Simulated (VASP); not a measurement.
# BiTe: single point with PBE

Crystal: BiTe.

```
Bi Te
1.0
     0.00000    3.23500    3.23500
     3.23500    0.00000    3.23500
     3.23500    3.23500    0.00000
Bi Te
1 1
Direct
  0.00000 0.00000 0.00000
  0.50000 0.50000 0.50000
```

```
Program                : VASP 6.6.1
Task                   : single point
Functional             : PBE
Potentials or basis    : VASP PAW PBE potentials, release 64 (Bi_d, Te)
Cutoff                 : 520 eV
k mesh                 : 7 × 7 × 7
Occupations            : gaussian, width 0.023 eV
Spin                   : no spin polarisation
Dipole correction      : no
Further INCAR settings : ALGO = Normal; EDIFF = 1e-07; NBANDS = 18
```

- Pressure: 1.0 GPa

Levels at points of the mesh, in eV from the Fermi level:
| k point | band 6 | band 7 | band 8 | band 9 | band 10 | band 11 | band 12 | band 13 | band 14 | band 15 |
| --- | --- | --- | --- | --- | --- | --- | --- | --- | --- | --- |
| (0.00, 0.00, 0.00) | -13.55 | -8.16 | -2.58 | -2.58 | -2.58 | 2.12 | 2.12 | 2.12 | 4.63 | 4.63 |

It took 13 s on 1 thread of Intel(R) Xeon(R) 6975P-C (Granite Rapids) (shared host), peak memory 0.21 GiB.

Caveat: spin-orbit coupling is left out, which moves the levels of the heavy elements.
